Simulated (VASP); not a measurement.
Al3GaAs4, 8 atoms in the cell. Symmetry: Pm, No. 6, monoclinic system. Conventional cell: a = 6.652 Å, b = 4.044 Å, c = 7.003 Å, α = 90.00°, β = 90.02°, γ = 90.00°. Al (site symmetry m) has 4 As at 2.48 to 2.49 Å within 3.3 Å. Within 3.3 Å of Al (site symmetry m) lie 4 As at 2.48 to 2.49 Å. Al (site symmetry m) has 4 As at 2.48 to 2.49 Å within 3.3 Å. Within 3.3 Å of Ga (site symmetry m) lie 4 As at 2.49 to 2.50 Å. Within 3.3 Å of As (site symmetry m) lie 3 Al at 2.48 to 2.49 Å and 1 Ga at 2.49 Å. Within 3.3 Å of As (site symmetry m) lie 2 Al at 2.48 to 2.49 Å and 2 Ga at 2.49 Å. Within 3.3 Å of As (site symmetry m) lie 4 Al at 2.48 to 2.49 Å. As (site symmetry m) has 3 Al at 2.48 Å and 1 Ga at 2.50 Å within 3.3 Å. 

* Program: VASP 6.6.1
* Task: single point
* Functional: PBE
* Potentials or basis: VASP PAW PBE potentials, release 64 (Al, Ga_d, As)
* Cutoff: 520 eV
* k mesh: 10 × 6 × 6
* Occupations: gaussian, width 0.01 eV
* Spin: no spin polarisation
* Dipole correction: no
* Further INCAR settings: ALGO = Normal; EDIFF = 1e-07; NBANDS = 31

Potentials or basis: VASP PAW PBE potentials, release 64 (Al, Ga_d, As).

Launch:

```bash
$ cat potpaw_PBE.64/Al/POTCAR potpaw_PBE.64/Ga_d/POTCAR potpaw_PBE.64/As/POTCAR > POTCAR
$ mpirun -np 1 vasp_std > vasp.out
```

Hardware: 1 thread of Intel(R) Xeon(R) 6975P-C (Granite Rapids) (shared host).

**Question.** How long does it take, and how much memory?

**Answer.** Wall time 8.5 min on 1 thread of Intel(R) Xeon(R) 6975P-C (Granite Rapids), with other jobs on the host, peak memory 0.72 GiB. Counts: scf iterations 16, k points 120.
